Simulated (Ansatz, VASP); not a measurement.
**S in VASP and in Ansatz**

```
S
1.0
     2.53928    0.00000    0.00000
     0.00000    2.53928    0.00000
     0.00000    0.00000    2.53928
S
1
Direct
  0.00000 0.00000 0.00000
```

Alike in both runs: functional PBEsol; k mesh 16 × 16 × 16; occupations fermi-dirac, width 0.05 eV; no spin polarisation.

Ansatz relaxed the structure, and its values are those at the end. VASP's run is a single point on that final structure, the one shown.

|  | VASP | Ansatz |
| --- | --- | --- |
| version | VASP 6.6.1 | Ansatz 0.2.0 |
| potentials or method | VASP PAW PBE potentials, release 64 (S) | PAW with Ansatz's default frozen-core files, scalar-relativistic |
| plane-wave cutoff (eV) | 520 | 420 |
| valence electrons in the cell | 6 | 6 |

```tsv
	VASP	Ansatz	Ansatz less VASP
pressure (GPa)	0.1	0.0	-0.11
```

VASP's potentials were made for PBE, not for PBEsol.
